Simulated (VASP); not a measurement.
BaTiO3:

```
CELL_PARAMETERS angstrom
3.94574 0.00000 0.00000
0.00000 3.94574 0.00000
0.00000 0.00000 3.96370
ATOMIC_POSITIONS crystal
Ba 0.00000 0.00000 0.00000
Ti 0.50000 0.50000 0.49000
O 0.00000 0.50000 0.51700
O 0.50000 0.00000 0.51700
O 0.50000 0.50000 0.01900
```

Base run:

| Quantity | Value |
| --- | --- |
| Program | VASP 6.6.1 |
| Functional | PBE |
| Potentials or basis | VASP PAW PBE potentials, release 64 (Ba_sv, Ti_sv, O) |
| Cutoff | 520 eV |
| k mesh | 7 × 7 × 7 |
| Occupations | fermi-dirac, width 0.05 eV |
| Spin | no spin polarisation |

Its results: band gap on the k mesh 1.95 eV, indirect (least direct gap 2.11 eV); pressure 12.2 GPa; largest force 0.118 eV/Å.

Q: The run is repeated on the same cell with these changes: functional from PBE to PBEsol. What comes out?

A: Band gap on the k mesh 1.90 eV, indirect (least direct gap 2.06 eV); pressure 5.5 GPa; largest force 0.107 eV/Å.

PBEsol binds more tightly than PBE, so the same cell stands under less pressure.

Caveats: spin-orbit coupling is left out, which moves the levels of the heavy elements; the PAW data sets were made with another functional, which shifts forces and pressure a little (some runs).

A k mesh can miss the band edges.
